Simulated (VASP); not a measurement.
# Cd3Te2Se (P6_3mc) in VASP: relaxation of cell and atoms with PBE

Aim: the relaxation of cell and atoms of Cd3Te2Se with PBE.

All numbers are computed with VASP 6.6.1; they aren't measurements. Logs are shortened: lines on timing, memory, paths and dates and some standing lists are left out, and cuts for length are marked.

### 1 The cell of the first run

The structure is hexagonal, space group P6_3mc (No. 186). Conventional cell: a = 4.580 Å, b = 4.580 Å, c = 22.484 Å, α = 90.00°, β = 90.00°, γ = 120.00°. Cd (site symmetry 3m) has 1 Se at 2.69 Å and 3 Te at 2.84 Å within 3.5 Å. Within 3.7 Å of Cd (site symmetry 3m) lie 4 Te at 2.84 to 2.86 Å. Within 3.6 Å of Cd (site symmetry 3m) lie 3 Se at 2.75 Å and 1 Te at 2.87 Å. Within 3.7 Å of Te (site symmetry 3m) lie 4 Cd at 2.84 to 2.86 Å. Within 3.7 Å of Te (site symmetry 3m) lie 4 Cd at 2.84 to 2.87 Å. Within 3.5 Å of Se (site symmetry 3m) lie 4 Cd at 2.69 to 2.75 Å.

### 2 Relaxation of cell and atoms, PBE

Contents of INCAR:

```
SYSTEM = Cd3Te2Se
  PREC = Accurate
  ENCUT = 600
  EDIFF = 1E-6
  ISMEAR = 0
  SIGMA = 0.01
  LREAL = .FALSE.
  LASPH = .TRUE.
  NELM = 100
  ALGO = Normal
  ISIF = 3
  LWAVE = .FALSE.
  LCHARG = .FALSE.
  GGA = PE
  IBRION = 2
  NSW = 100
  EDIFFG = -0.01
  LUSENCCL = .FALSE.
```

Contents of KPOINTS:

```
Automatic mesh
0
G
  12 12 2
  0 0 0
```

Contents of POSCAR:

```
Cd3Te2Se
1.0
    4.5800622000      0.0000000000      0.0000000000
   -2.2900311000      3.9664502000      0.0000000000
    0.0000000000      0.0000000000     22.4844433000
Cd Te Se
6 4 2
Direct
    0.3333333000      0.6666667000      0.0065410000
    0.3333333000      0.6666667000      0.3335660000
    0.3333333000      0.6666667000      0.6601650000
    0.6666667000      0.3333333000      0.1601650000
    0.6666667000      0.3333333000      0.5065410000
    0.6666667000      0.3333333000      0.8335660000
    0.3333333000      0.6666667000      0.4608050000
    0.3333333000      0.6666667000      0.7879000000
    0.6666667000      0.3333333000      0.2879000000
    0.6666667000      0.3333333000      0.9608050000
    0.3333333000      0.6666667000      0.1260230000
    0.6666667000      0.3333333000      0.6260230000
```

Potentials or basis: VASP PAW PBE potentials, release 64 (Cd, Te, Se).

Command:

```
$ cat potpaw_PBE.64/Cd/POTCAR potpaw_PBE.64/Te/POTCAR potpaw_PBE.64/Se/POTCAR > POTCAR
$ mpirun -np 1 vasp_std > vasp.out
```

OUTCAR:

```text
SYSTEM = Cd3Te2Se
   PREC = Accurate
   ENCUT = 600
   EDIFF = 1E-6
   ISMEAR = 0
   LREAL = .FALSE.
   LASPH = .TRUE.
   NELM = 100
   ISIF = 3
   GGA = PE
   IBRION = 2
   NSW = 100
   EDIFFG = -0.01

 ion  position               nearest neighbor table
   1  0.333  0.667  0.007-  11 2.69  10 2.84  10 2.84  10 2.84
   2  0.333  0.667  0.334-   9 2.84   9 2.84   9 2.84   7 2.86
   3  0.333  0.667  0.660-  12 2.75  12 2.75  12 2.75   8 2.87
   4  0.667  0.333  0.160-  11 2.75  11 2.75  11 2.75   9 2.87
   5  0.667  0.333  0.507-  12 2.69   7 2.84   7 2.84   7 2.84
   6  0.667  0.333  0.834-   8 2.84   8 2.84   8 2.84  10 2.86
   7  0.333  0.667  0.461-   5 2.84   5 2.84   5 2.84   2 2.86
   8  0.333  0.667  0.788-   6 2.84   6 2.84   6 2.84   3 2.87
   9  0.667  0.333  0.288-   2 2.84   2 2.84   2 2.84   4 2.87
  10  0.667  0.333  0.961-   1 2.84   1 2.84   1 2.84   6 2.86
  11  0.333  0.667  0.126-   1 2.69   4 2.75   4 2.75   4 2.75
  12  0.667  0.333  0.626-   5 2.69   3 2.75   3 2.75   3 2.75

  LATTYP: Found a hexagonal cell.
 ALAT       =     4.5800622000
 C/A-ratio  =     4.9092004253

  Lattice vectors:

 A1 = (   4.5800622000,   0.0000000000,   0.0000000000)
 A2 = (  -2.2900311000,   3.9664502000,   0.0000000000)
 A3 = (   0.0000000000,   0.0000000000,  22.4844433000)

Analysis of symmetry for initial positions (statically):
=====================================================================
 Subroutine PRICEL returns:
 Original cell was already a primitive cell.

 Routine SETGRP: Setting up the symmetry group for a
 hexagonal supercell.

 Subroutine GETGRP returns: Found 12 space group operations
 (whereof  6 operations were pure point group operations)
 out of a pool of 24 trial point group operations.

The static configuration has the point symmetry C_3v.
 The point group associated with its full space group is C_6v.

Analysis of symmetry for dynamics (positions and initial velocities):
=====================================================================
 Subroutine PRICEL returns:
 Original cell was already a primitive cell.

 Routine SETGRP: Setting up the symmetry group for a
 hexagonal supercell.

 Subroutine GETGRP returns: Found 12 space group operations
 (whereof  6 operations were pure point group operations)
 out of a pool of 24 trial point group operations.

The dynamic configuration has the point symmetry C_3v.
 The point group associated with its full space group is C_6v.

 Subroutine INISYM returns: Found 12 space group operations
 (whereof  6 operations are pure point group operations),
 and found     1 'primitive' translations

----------------------------------------------------------------------------------------

                                     Primitive cell

  volume of cell :     408.4656

  direct lattice vectors                    reciprocal lattice vectors
     4.580062200  0.000000000  0.000000000     0.218337646  0.126057299 -0.000000000
    -2.290031100  3.966450200  0.000000000     0.000000000  0.252114599  0.000000000
     0.000000000  0.000000000 22.484443300     0.000000000 -0.000000000  0.044475195

  length of vectors
     4.580062200  4.580062186 22.484443300     0.252114598  0.252114599  0.044475195

  position of ions in fractional coordinates (direct lattice)
     0.333333300  0.666666700  0.006541000
     0.333333300  0.666666700  0.333566000
     0.333333300  0.666666700  0.660165000
     0.666666700  0.333333300  0.160165000
     0.666666700  0.333333300  0.506541000
     0.666666700  0.333333300  0.833566000
     0.333333300  0.666666700  0.460805000
[... 115 lines left out ...]
  Thomas-Fermi vector in A             =   2.185761
   LORBIT       =      0    0 simple, 1 ext, 2 COOP (PROOUT), +10 PAW based schemes
   GGA     = PE    functional components
   LHFCALC =     F    Hartree Fock is set to
   AEXX    =    0.0000 exact exchange contribution
   IVDW    =     0    specifies the selected vdW correction
   LEPSILON=     F    determine dielectric tensor
   LRPA    =     F    only Hartree local field effects (RPA)
 conjugate gradient relaxation of ions
 non-spin polarized calculation
 Gauss-broadening in eV      SIGMA  =   0.01
  energy-cutoff  :      600.00
  volume of cell :      408.47
 maximum number of plane-waves:     13676
 NGX is ok and might be reduce to    40
   NGX = 19   NGY = 19   NGZ = 89

--------------------------------------- Ionic step        1  -------------------------------------------

 number of electron     108.0000005 magnetization

 Free energy of the ion-electron system (eV)
  ---------------------------------------------------
  ext. energy  EPLUGINS =         0.00000000
  ---------------------------------------------------
  free energy    TOTEN  =       -30.04180604 eV

  energy without entropy =      -30.04180604  energy(sigma->0) =      -30.04180604

------------------------ aborting loop because EDIFF is reached ----------------------------------------

  FORCE on cell =-STRESS in cart. coord.  units (eV):
  Direction    XX          YY          ZZ          XY          YZ          ZX
  --------------------------------------------------------------------------------------
  -------------------------------------------------------------------------------------
  Total        0.2524424      0.2524424      0.2955770      0.0000000      0.0000000      0.0000000
  in kB        0.9901872      0.9901872      1.1593799      0.0000000      0.0000000      0.0000000
  external PRESSURE =       1.0465848 kB  Pullay stress =       0.0000000 kB

 VOLUME and BASIS-vectors are now :
 -----------------------------------------------------------------------------
  energy-cutoff  :      600.00
  volume of cell :      408.47
      direct lattice vectors                 reciprocal lattice vectors
     4.580062200  0.000000000  0.000000000     0.218337646  0.126057299 -0.000000000
    -2.290031100  3.966450200  0.000000000     0.000000000  0.252114599  0.000000000
     0.000000000  0.000000000 22.484443300     0.000000000 -0.000000000  0.044475195

 POSITION                                       TOTAL-FORCE (eV/Angst)
 -----------------------------------------------------------------------------------
     -0.00000      2.64430      0.14707         0.000000     -0.000000     -0.011426
     -0.00000      2.64430      7.50005         0.000000     -0.000000      0.000146
     -0.00000      2.64430     14.84344        -0.000000     -0.000000      0.003818
      2.29003      1.32215      3.60122         0.000000      0.000000      0.003818
      2.29003      1.32215     11.38929        -0.000000      0.000000     -0.011426
      2.29003      1.32215     18.74227        -0.000000      0.000000      0.000146
     -0.00000      2.64430     10.36094        -0.000000      0.000000     -0.001664
     -0.00000      2.64430     17.71549        -0.000000      0.000000      0.000818
      2.29003      1.32215      6.47327         0.000000     -0.000000      0.000818
      2.29003      1.32215     21.60317         0.000000     -0.000000     -0.001664
     -0.00000      2.64430      2.83356        -0.000000      0.000000      0.008309
      2.29003      1.32215     14.07578         0.000000     -0.000000      0.008309
 -----------------------------------------------------------------------------------
    total drift:                               -0.000396      0.000228      0.000067

  FREE ENERGIE OF THE ION-ELECTRON SYSTEM (eV)
  ---------------------------------------------------
  free  energy   TOTEN  =       -30.0418060445 eV

  energy  without entropy=      -30.0418060445  energy(sigma->0) =      -30.04180604

--------------------------------------- Ionic step        2  -------------------------------------------

 number of electron     108.0000004 magnetization

 Free energy of the ion-electron system (eV)
  ---------------------------------------------------
  ext. energy  EPLUGINS =         0.00000000
  ---------------------------------------------------
  free energy    TOTEN  =       -30.04215950 eV

  energy without entropy =      -30.04215950  energy(sigma->0) =      -30.04215950

 E-fermi :   1.6056     XC(G=0):  -8.3933

 val. band max:        1.5516643673   @ k =   0.0000   0.0000   0.0000
 cond. band min:       1.8057654870   @ k =   0.0000   0.0000   0.0000
 fundamental gap:      0.2541011198
 Fermi energy:         1.6055623433

 k-point     1 :       0.0000    0.0000    0.0000
  band No.  band energies     occupation
      1     -10.8515      2.00000
      2     -10.8508      2.00000
      3      -9.2744      2.00000
      4      -9.2693      2.00000
      5      -9.1011      2.00000
      6      -9.0987      2.00000
[... 1597 lines left out ...]
     63       6.0717      0.00000
     64       6.0717      0.00000

 [... further k-points ...]
[... 5 lines left out ...]
  --------------------------------------------------------------------------------------
  -------------------------------------------------------------------------------------
  Total       -0.0003639     -0.0003639     -0.0069312      0.0000000      0.0000000     -0.0000000
  in kB       -0.0014230     -0.0014230     -0.0270998      0.0000000      0.0000000     -0.0000000
  external PRESSURE =      -0.0099819 kB  Pullay stress =       0.0000000 kB

 VOLUME and BASIS-vectors are now :
 -----------------------------------------------------------------------------
  energy-cutoff  :      600.00
  volume of cell :      409.78
      direct lattice vectors                 reciprocal lattice vectors
     4.584710387  0.000000000  0.000000000     0.218116286  0.125929497 -0.000000000
    -2.292355193  3.970475648  0.000000000     0.000000000  0.251858993  0.000000000
     0.000000000  0.000000000 22.511161228     0.000000000 -0.000000000  0.044422409

 POSITION                                       TOTAL-FORCE (eV/Angst)
 -----------------------------------------------------------------------------------
     -0.00000      2.64698      0.14669         0.000000     -0.000000     -0.006072
     -0.00000      2.64698      7.50897        -0.000000      0.000000     -0.001675
     -0.00000      2.64698     14.86127        -0.000000     -0.000000      0.005957
      2.29236      1.32349      3.60568         0.000000      0.000000      0.005957
      2.29236      1.32349     11.40227         0.000000      0.000000     -0.006072
      2.29236      1.32349     18.76455         0.000000     -0.000000     -0.001675
     -0.00000      2.64698     10.37318         0.000000      0.000000     -0.000332
     -0.00000      2.64698     17.73658         0.000000     -0.000000      0.002824
      2.29236      1.32349      6.48100        -0.000000      0.000000      0.002824
      2.29236      1.32349     21.62876        -0.000000     -0.000000     -0.000332
     -0.00000      2.64698      2.83733        -0.000000     -0.000000     -0.000702
      2.29236      1.32349     14.09291         0.000000     -0.000000     -0.000702
 -----------------------------------------------------------------------------------
    total drift:                               -0.000396      0.000228      0.000237

  FREE ENERGIE OF THE ION-ELECTRON SYSTEM (eV)
  ---------------------------------------------------
  free  energy   TOTEN  =       -30.0421595045 eV

  energy  without entropy=      -30.0421595045  energy(sigma->0) =      -30.04215950

 reached required accuracy - stopping structural energy minimisation
```

It took 7.1 min on 1 × NVIDIA H100 80GB with 1 thread of AMD EPYC 7R13 (Zen 3), shared host; peak memory 2.1 GiB.

What came out:

| Quantity | Value |
| --- | --- |
| Free energy | -30.0422 eV |
| Relaxed volume | 34.15 Å³/atom |
| Relaxed cell | a = 4.585 Å, b = 4.585 Å, c = 22.511 Å, α = 90.00°, β = 90.00°, γ = 120.00° |
| Space group after relaxing (to 0.05 Å) | P6_3mc (No. 186) |
| Energy gained by relaxing | 0.0 meV/atom |
| Ionic steps | 2 |
| Pressure after relaxing | 0.0 GPa |
| Largest force after relaxing | 0.006 eV/Å |
| Band gap on the k mesh | 0.25 eV, direct |

Forces on the atoms (eV/Å):
```
Cd   0.000  0.000 -0.006
Cd   0.000  0.000 -0.002
Cd   0.000  0.000  0.006
Cd   0.000  0.000  0.006
Cd   0.000  0.000 -0.006
Cd   0.000  0.000 -0.002
Te   0.000  0.000  0.000
Te   0.000  0.000  0.003
Te   0.000  0.000  0.003
Te   0.000  0.000  0.000
Se   0.000  0.000 -0.001
Se   0.000  0.000 -0.001
```

The path:
```
step  energy change (eV)  largest force (eV/Å)  pressure (GPa)  volume (Å³)
   1              0.0000                0.0114            0.10       408.47
   2             -0.0004                0.0061            0.00       409.78
```

Final structure:
```xyz
12
Lattice="4.5847 0.0000 0.0000 -2.2924 3.9705 0.0000 0.0000 0.0000 22.5112" Properties=species:S:1:pos:R:3 pbc="T T T"
Cd    0.0000    2.6470    0.1467
Cd    0.0000    2.6470    7.5090
Cd    0.0000    2.6470   14.8613
Cd    2.2924    1.3235    3.6057
Cd    2.2924    1.3235   11.4023
Cd    2.2924    1.3235   18.7645
Te    0.0000    2.6470   10.3732
Te    0.0000    2.6470   17.7366
Te    2.2924    1.3235    6.4810
Te    2.2924    1.3235   21.6288
Se    0.0000    2.6470    2.8373
Se    2.2924    1.3235   14.0929
```

Levels at points of the mesh, in eV from the valence-band top:
```csv
k point,band 51,band 52,band 53,band 54,band 55,band 56,band 57,band 58
"(0.00, 0.00, 0.00)",-0.08,-0.08,0.00,0.00,0.25,1.17,1.74,1.96
"(0.50, 0.00, 0.00)",-1.17,-1.07,-0.91,-0.75,1.98,2.21,2.44,2.61
"(0.00, 0.00, 0.50)",-0.03,-0.03,-0.03,-0.03,0.84,0.84,1.76,1.76
"(0.50, 0.00, 0.50)",-1.23,-1.23,-0.81,-0.81,2.19,2.19,2.39,2.39
```

Caveat: spin-orbit coupling is left out, which moves the levels of the heavy elements.
